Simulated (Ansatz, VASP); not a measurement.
**SiO2 in VASP and in Ansatz**

```
Si O
1.0
     4.23588    0.00000    0.00000
     0.00000    4.43369    0.00000
     0.00000    0.00000    2.68977
Si O
2 4
Direct
  0.50000 0.50000 0.50000
  0.00000 0.00000 0.00000
  0.69301 0.69301 0.00000
  0.19301 0.80699 0.50000
  0.30699 0.30699 0.00000
  0.80699 0.19301 0.50000
```

Change from the starting cell: mode 4 frozen in at +0.000 Å, normal strain along y +0.0467.

Alike in both runs: task single point; functional PBE; k mesh 6 × 6 × 8; occupations gaussian, width 0.05 eV; no spin polarisation.

|  | VASP | Ansatz |
| --- | --- | --- |
| version | VASP 6.6.1 | Ansatz 0.2.0 |
| potentials or method | VASP PAW PBE potentials, release 64 (Si, O), cutoff 520 eV | scalar-relativistic, plane waves, PAW |
| valence electrons in the cell | 32 | 32 |

|  | VASP | Ansatz | Ansatz less VASP |
| --- | --- | --- | --- |
| gap on the k mesh at the Fermi level (eV) | 4.32 | 4.34 | +0.023 |
| least direct gap on the mesh (eV) | 4.32 | 4.34 | +0.023 |
| pressure (GPa) | -11.0 | -11.2 | -0.25 |
| traceless stress, the component that is largest in VASP (GPa) | -9.48 | -9.23 | +0.250 |
| rms of the force components (eV/Å) | 0.250 | 0.261 | +0.0109 |

Atom by atom the forces differ by 0.011 eV/Å (rms over components). The functional is the same, so the differences come from potentials, cutoffs and numerics.
